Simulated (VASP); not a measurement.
Write the native input for VASP 6.6.1 that does the following.

- Task: relaxation of cell and atoms
- Functional: LDA
- Potentials or basis: VASP PAW LDA potentials, release 64 (B, N)
- Cutoff: 600 eV
- k mesh: 12 × 12 × 12
- Occupations: gaussian, width 0.01 eV
- Spin: no spin polarisation
- Dipole correction: no
- Further INCAR settings: ALGO = Normal; EDIFF = 1e-06; IBRION = 2; EDIFFG = -0.001; NSW = 80; ISIF = 3

The structure of BN lies in POSCAR:

```
BN
1.0
    2.4778435417      0.0021709175     -0.2306819748
   -1.2298411084      2.1510895337      0.2306972838
   -0.9241347474     -0.9026877291      3.2795835778
B N
1 1
Direct
    0.9911375110      0.9914531069     -0.0060240828
    0.6570114890      0.3244308931      0.9928290828
```

The input as run:

INCAR

```
PREC = Accurate
ENCUT = 600
EDIFF = 1E-6
ISMEAR = 0
SIGMA = 0.01
LREAL = F
LASPH = T
NELM = 60
ALGO = Normal
ISIF = 3
LWAVE = F
LCHARG = F
GGA = CA
IBRION = 2
NSW = 80
EDIFFG = -0.001
```

KPOINTS

```
Automatic mesh
0
Gamma
  12 12 12
```

Potentials or basis: VASP PAW LDA potentials, release 64 (B, N).

Command:

```bash
$ cat potpaw_LDA.64/B/POTCAR potpaw_LDA.64/N/POTCAR > POTCAR
$ mpirun -np 1 vasp_std > vasp.out
```

It gave:

The relaxed volume is 8.59 Å³/atom. The relaxed cell is a = 2.490 Å, b = 2.490 Å, c = 3.506 Å, α = 90.11°, β = 110.68°, γ = 120.00°. The space group after relaxing (to 0.1 Å) is R3m (No. 160), the energy gained by relaxing is 0.1 meV/atom and the ionic steps are 50. The pressure after relaxing is 0.0 GPa and the band gap on the k mesh is 3.98 eV (least direct gap 4.60 eV).

It took 4.6 min on 1 thread of AMD EPYC 9R45 96-Core Processor (Zen 5), with other jobs on the host, peak memory 0.16 GiB.
